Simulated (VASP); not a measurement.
Input of a VASP 6.6.1 run:

INCAR

```
SYSTEM = TiAl
PREC = Accurate ; ENCUT = 520
EDIFF = 1E-6 ; ISMEAR = 0
SIGMA = 0.1 ; LREAL = .FALSE.
LASPH = .TRUE. ; NELM = 100
ALGO = Normal ; ISIF = 2
LWAVE = .FALSE. ; LCHARG = .FALSE.
GGA = PS ; NBANDS = 14
```

File KPOINTS:

```
regular mesh
0
G
  14 14 14
  0 0 0
```

Contents of POSCAR:

```
TiAl
1.0
    3.0246273182      0.0000000000      0.0000000000
    0.0000000000      3.0246273182      0.0000000000
    0.0000000000      0.0000000000      3.0246273182
Ti Al
1 1
Direct
    0.5000000000      0.5000000000      0.5000000000
    0.0000000000      0.0000000000      0.0000000000
```

Potentials or basis: VASP PAW PBE potentials, release 64 (Ti_sv, Al).

Launch:

```sh
$ cat potpaw_PBE.64/Ti_sv/POTCAR potpaw_PBE.64/Al/POTCAR > POTCAR
$ mpirun -np 1 vasp_std > vasp.out
```

Task: Estimate the pressure.

Result: 19.4 GPa.

Caveat: the PAW data sets were made with another functional, which shifts forces and pressure a little.
